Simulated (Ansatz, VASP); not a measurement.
# GaAs2 in VASP and in Ansatz

```
CELL_PARAMETERS angstrom
3.93066 0.00000 0.00000
-1.96533 3.40405 0.00000
0.00000 0.00000 11.43859
ATOMIC_POSITIONS crystal
Ga 0.33333 0.66667 0.08297
Ga 0.66667 0.33333 0.91703
As 0.66667 0.33333 0.55687
As 0.33333 0.66667 0.44313
As 0.66667 0.33333 0.16356
As 0.33333 0.66667 0.83644
```

Alike in both runs: functional PBE; k mesh 12 × 12 × 4; occupations gaussian, width 0.1 eV; no spin polarisation.

Ansatz relaxed the structure, and its values are those at the end. VASP's run is a single point on that final structure, the one shown.

|  | VASP | Ansatz |
| --- | --- | --- |
| version | VASP 6.6.1 | Ansatz 0.2.0 |
| potentials or method | VASP PAW PBE potentials, release 64 (Ga_d, As), cutoff 520 eV | scalar-relativistic, plane waves, PAW |
| valence electrons in the cell | 46 | 86 |

|  | VASP | Ansatz | Ansatz less VASP |
| --- | --- | --- | --- |
| gap on the k mesh at the Fermi level (eV) | none | none | - |
| pressure (GPa) | 0.2 | 0.0 | -0.18 |
| rms of the force components (eV/Å) | 0.021 | 0.000 | -0.0203 |

A gap of «none» marks a metal or a gap that the smearing closes. VASP's potentials hold 46 valence electrons a cell and Ansatz's 86, so a difference there can come from the potentials and not from the codes.
